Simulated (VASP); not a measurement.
# ZnS (Wurtzite-2H) (P1) in VASP: a series of runs, part 2 of 2

VASP 6.6.1. The steps go on from the part before.

## 3. Single point, LDA

File INCAR:

```
SYSTEM = ZnS
ALGO = Normal
EDIFF = 1E-6
ENCUT = 520
ISIF = 2
ISMEAR = 0
LASPH = .TRUE.
LCHARG = .FALSE.
LREAL = .FALSE.
LWAVE = .FALSE.
NBANDS = 26
NELM = 80
PREC = Accurate
SIGMA = 0.01
```

File KPOINTS:

```
k-points
0
G
  3 3 2
  0 0 0
```

File POSCAR:

```
ZnS
1.0
    3.9312100000      0.0135700000      0.0217200000
   -1.9538500000      3.2555300000     -0.0285400000
    0.0355300000     -0.0334000000      6.2663100000
Zn S
2 2
Direct
    0.3369600000      0.6717700000      0.9981400000
    0.6946300000      0.3621900000      0.4950000000
    0.3504000000      0.6955600000      0.3854200000
    0.6788300000      0.3377200000      0.8804100000
```

Potentials or basis: VASP PAW LDA potentials, release 64 (Zn, S).

Run with:

```console
$ cat potpaw_LDA.64/Zn/POTCAR potpaw_LDA.64/S/POTCAR > POTCAR
$ mpirun -np 1 vasp_std > vasp.out
```

OUTCAR:

```text
SYSTEM = ZnS
   EDIFF = 1E-6
   ENCUT = 520
   ISIF = 2
   ISMEAR = 0
   LASPH = .TRUE.
   LREAL = .FALSE.
   NELM = 80
   PREC = Accurate

 ion  position               nearest neighbor table
   1  0.337  0.672  0.998-   4 2.30   4 2.35   4 2.38   3 2.43
   2  0.695  0.362  0.495-   3 2.27   3 2.32   3 2.39   4 2.42
   3  0.350  0.696  0.385-   2 2.27   2 2.32   2 2.39   1 2.43
   4  0.679  0.338  0.880-   1 2.30   1 2.35   1 2.38   2 2.42

  LATTYP: Found a triclinic cell.
 ALAT       =     3.7969487664
 B/A-ratio  =     1.0062300283
 C/A-ratio  =     1.6504040804
 COS(alpha) =     0.0034111273
 COS(beta)  =     0.0150038583
 COS(gamma) =     0.4673297380

  Lattice vectors:

 A1 = (  -1.9538500000,   3.2555300000,  -0.0285400000)
 A2 = (   1.9773600000,   3.2691000000,  -0.0068200000)
 A3 = (  -0.0355300000,   0.0334000000,  -6.2663100000)

Analysis of symmetry for initial positions (statically):
=====================================================================
 Subroutine PRICEL returns:
 Original cell was already a primitive cell.

 Routine SETGRP: Setting up the symmetry group for a
 triclinic supercell.

 Subroutine GETGRP returns: Found  1 space group operations
 (whereof  1 operations were pure point group operations)
 out of a pool of  2 trial point group operations.

The static configuration has the point symmetry C_1 .

Analysis of symmetry for dynamics (positions and initial velocities):
=====================================================================
 Subroutine PRICEL returns:
 Original cell was already a primitive cell.

 Routine SETGRP: Setting up the symmetry group for a
 triclinic supercell.

 Subroutine GETGRP returns: Found  1 space group operations
 (whereof  1 operations were pure point group operations)
 out of a pool of  2 trial point group operations.

The dynamic configuration has the point symmetry C_1 .

 Subroutine INISYM returns: Found  1 space group operations
 (whereof  1 operations are pure point group operations),
 and found     1 'primitive' translations

----------------------------------------------------------------------------------------

                                     Primitive cell

  volume of cell :      80.3586

  direct lattice vectors                    reciprocal lattice vectors
     3.931210000  0.013570000  0.021720000     0.253852191  0.152347298 -0.000627318
    -1.953850000  3.255530000 -0.028540000    -0.001067207  0.306543525  0.001639956
     0.035530000 -0.033400000  6.266310000    -0.000884752  0.000868098  0.159593194

  length of vectors
     3.931293422  3.796948766  6.266499737     0.296059163  0.306549769  0.159598008

  position of ions in fractional coordinates (direct lattice)
     0.336960000  0.671770000  0.998140000
     0.694630000  0.362190000  0.495000000
     0.350400000  0.695560000  0.385420000
     0.678830000  0.337720000  0.880410000

  ion indices of the primitive-cell ions
   primitive index   ion index
                 1           1
                 2           2
                 3           3
                 4           4

----------------------------------------------------------------------------------------

 KPOINTS: k-points
[... 22 lines left out ...]

 Following reciprocal coordinates:
            Coordinates               Weight
  0.000000  0.000000  0.000000      1.000000
  0.333333 -0.000000  0.000000      2.000000
 -0.000000  0.333333 -0.000000      2.000000
  0.333333  0.333333 -0.000000      2.000000
 -0.333333  0.333333 -0.000000      2.000000
  0.000000 -0.000000  0.500000      1.000000
  0.333333 -0.000000  0.500000      2.000000
  0.000000  0.333333  0.500000      2.000000
  0.333333  0.333333  0.500000      2.000000
 -0.333333  0.333333  0.500000      2.000000
   k-points           NKPTS =     10   k-points in BZ     NKDIM =     10   number of bands    NBANDS=     26
   number of dos      NEDOS =    301   number of ions     NIONS =      4
   total plane-waves  NPLWV =  40320
   dimension x,y,z NGX =    30 NGY =   28 NGZ =   48
   dimension x,y,z NGXF=    60 NGYF=   56 NGZF=   96
   ions per type =               2   2
   NGX,Y,Z   is equivalent  to a cutoff of  12.69, 12.26, 12.73 a.u.
   NGXF,Y,Z  is equivalent  to a cutoff of  25.37, 24.52, 25.47 a.u.
 SYSTEM =  ZnS
   PREC   = accura    normal or accurate (medium, high low for compatibility)
   ISTART =      0    job   : 0-new  1-cont  2-samecut
   ICHARG =      2    charge: 1-file 2-atom 10-const
   ISPIN  =      1    spin polarized calculation?
   LNONCOLLINEAR =      F non collinear calculations
   LSORBIT =      F    spin-orbit coupling
   LASPH  =      T    aspherical Exc in radial PAW
   ENCUT  =  520.0 eV  38.22 Ry    6.18 a.u.   7.31  7.06 11.65*2*pi/ulx,y,z
   NELM   =     80;   NELMIN=  2; NELMDL= -5     # of ELM steps
   EDIFF  = 0.1E-05   stopping-criterion for ELM
   LREAL  =      F    real-space projection
   EDIFFG = 0.1E-04   stopping-criterion for IOM
   NSW    =      0    number of steps for IOM
   IBRION =     -1    ionic relax: 0-MD 1-quasi-New 2-CG
   NFREE  =      0    steps in history (QN), initial steepest desc. (CG)
   ISIF   =      2    stress and relaxation
   ISYM   =      2    0-nonsym 1-usesym 2-fastsym
   POTIM  = 0.5000    time-step for ionic-motion
   TEBEG  =    0.0;   TEEND  =   0.0 temperature during run
   PSTRESS=    0.0 pullay stress
   NELECT =      36.0000    total number of electrons
   NUPDOWN=      -1.0000    fix difference up-down
   EMIN   =  10.00;   EMAX   =-10.00  energy-range for DOS
   EFERMI =   0.00;   METHOD = LEGACY
   ISMEAR =     0;   SIGMA  =   0.01  broadening in eV -4-tet -1-fermi 0-gaus
   EFERMI_NEDOS =   21; number of points for ismear=-14 and -15
   IALGO  =     38    algorithm
   IMIX   =      4    mixing-type and parameters
     AMIX     =   0.40;   BMIX     =  1.00
     AMIX_MAG =   1.60;   BMIX_MAG =  1.00
  volume/ion in A,a.u.               =      20.09       135.57
  Fermi-wavevector in a.u.,A,eV,Ry     =   1.252655  2.367175 21.349514  1.569145
  Thomas-Fermi vector in A             =   2.386545
   LORBIT       =      0    0 simple, 1 ext, 2 COOP (PROOUT), +10 PAW based schemes
   GGA     = CA    functional components
   LHFCALC =     F    Hartree Fock is set to
   AEXX    =    0.0000 exact exchange contribution
   IVDW    =     0    specifies the selected vdW correction
   LEPSILON=     F    determine dielectric tensor
   LRPA    =     F    only Hartree local field effects (RPA)
 non-spin polarized calculation
 Gauss-broadening in eV      SIGMA  =   0.01
  energy-cutoff  :      520.00
  volume of cell :       80.36
 maximum number of plane-waves:      2177
 NGX is ok and might be reduce to    30
   NGX = 15   NGY = 15   NGZ = 23

 number of electron      36.0000000 magnetization

 Free energy of the ion-electron system (eV)
  ---------------------------------------------------
  ext. energy  EPLUGINS =         0.00000000
  ---------------------------------------------------
  free energy    TOTEN  =       -15.99090778 eV

  energy without entropy =      -15.99090778  energy(sigma->0) =      -15.99090778

 E-fermi :   1.9597     XC(G=0):  -9.9381

 val. band max:        1.8775579899   @ k =   0.0000   0.0000   0.0000
 cond. band min:       3.6653059977   @ k =   0.0000   0.0000   0.0000
 fundamental gap:      1.7877480078
 Fermi energy:         1.9597090014

 k-point     1 :       0.0000    0.0000    0.0000
  band No.  band energies     occupation
      1     -11.1968      2.00000
      2     -10.2736      2.00000
      3      -4.7301      2.00000
      4      -4.6864      2.00000
      5      -4.6357      2.00000
      6      -4.6010      2.00000
[... 279 lines left out ...]
     25      10.4539      0.00000
     26      10.5300      0.00000

------------------------ aborting loop because EDIFF is reached ----------------------------------------

  FORCE on cell =-STRESS in cart. coord.  units (eV):
  Direction    XX          YY          ZZ          XY          YZ          ZX
  --------------------------------------------------------------------------------------
  -------------------------------------------------------------------------------------
  Total       -3.1173557     -0.5779947     -3.1633052      0.1119077      0.1867098     -0.2031088
  in kB      -62.1533550    -11.5239688    -63.0694882      2.2311974      3.7225920     -4.0495511
  external PRESSURE =     -45.5822707 kB  Pullay stress =       0.0000000 kB

 VOLUME and BASIS-vectors are now :
 -----------------------------------------------------------------------------
  energy-cutoff  :      520.00
  volume of cell :       80.36
      direct lattice vectors                 reciprocal lattice vectors
     3.931210000  0.013570000  0.021720000     0.253852191  0.152347298 -0.000627318
    -1.953850000  3.255530000 -0.028540000    -0.001067207  0.306543525  0.001639956
     0.035530000 -0.033400000  6.266310000    -0.000884752  0.000868098  0.159593194

 POSITION                                       TOTAL-FORCE (eV/Angst)
 -----------------------------------------------------------------------------------
      0.04759      2.15820      6.24280         0.108900     -0.124814      0.285646
      2.04066      1.17201      3.10657        -0.206487      0.197996      0.423753
      0.03217      2.25630      2.40292         0.205346     -0.349359     -0.509053
      2.04005      1.07926      5.52203        -0.107759      0.276178     -0.200346
 -----------------------------------------------------------------------------------
    total drift:                               -0.000100     -0.000942     -0.000265

  FREE ENERGIE OF THE ION-ELECTRON SYSTEM (eV)
  ---------------------------------------------------
  free  energy   TOTEN  =       -15.9909077755 eV

  energy  without entropy=      -15.9909077755  energy(sigma->0) =      -15.99090778
```

Run time: 18 s. Hardware: 1 thread of Intel Xeon Platinum 8488C (Sapphire Rapids), shared host; peak memory 0.16 GiB.

What came out:

```
Free energy            : -15.9909 eV
Pressure               : -4.6 GPa
Largest force          : 0.651 eV/Å
Band gap on the k mesh : 1.79 eV, direct
```

Forces on the atoms (eV/Å):
```
Zn   0.109 -0.125  0.286
Zn  -0.206  0.198  0.424
S    0.205 -0.349 -0.509
S   -0.108  0.276 -0.200
```

Stress tensor (GPa, compression positive):
```
-6.22  0.22 -0.40
 0.22 -1.15  0.37
-0.40  0.37 -6.31
```

Levels at points of the mesh, in eV from the valence-band top:
```tsv
k point	band 14	band 15	band 16	band 17	band 18	band 19	band 20	band 21	band 22	band 23
(0.00, 0.00, 0.00)	-1.04	-0.82	-0.19	-0.07	0.00	1.79	2.59	5.91	6.19	6.37
(0.00, 0.00, 0.50)	-2.84	-0.68	-0.59	-0.46	-0.41	3.02	3.12	6.18	6.30	6.38
```

Caveat: the k points lie up to 0.64 Å⁻¹ apart.
